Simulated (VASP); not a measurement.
Here is a VASP 6.6.1 calculation.

Contents of INCAR:

```
ALGO     = Normal         # electronic algorithm
EDIFF    = 1E-6           # SCF threshold, eV
ENCUT    = 520            # plane-wave cutoff, eV
GGA      = PE             # functional
ISIF     = 2              # what is computed and relaxed
ISMEAR   = -1             # smearing method
LASPH    = True           # aspherical terms in the spheres
LCHARG   = False          # write CHGCAR
LREAL    = False          # projectors in reciprocal space
LWAVE    = False          # write WAVECAR
NBANDS   = 14             # bands
NELM     = 100            # most SCF steps
PREC     = Accurate       # precision mode
SIGMA    = 0.02           # smearing width, eV
```

File KPOINTS:

```
k-points
0
Gamma
  8 8 8
```

The input POSCAR:

```
NaCl
1.0
   -0.1342974742      2.7805092875      2.7805092875
    2.7805092875     -0.1342974742      2.7805092875
    2.7805092875      2.7805092875     -0.1342974742
Na Cl
1 1
Direct
    0.0000000000      0.0000000000      0.0000000000
    0.5000000000      0.5000000000      0.5000000000
```

Potentials or basis: VASP PAW PBE potentials, release 64 (Na_pv, Cl).

Run with:

```console
$ cat potpaw_PBE.64/Na_pv/POTCAR potpaw_PBE.64/Cl/POTCAR > POTCAR
$ mpirun -np 1 vasp_std > vasp.out
```

(1) What does it give for the band gap on the k mesh?

(2) What does it give for the pressure?

Results:

(1) 4.82 eV, direct.

(2) 0.0 GPa.

Caveat: the cell differs from its parent crystal (epitaxial 111 strain +4.0%).
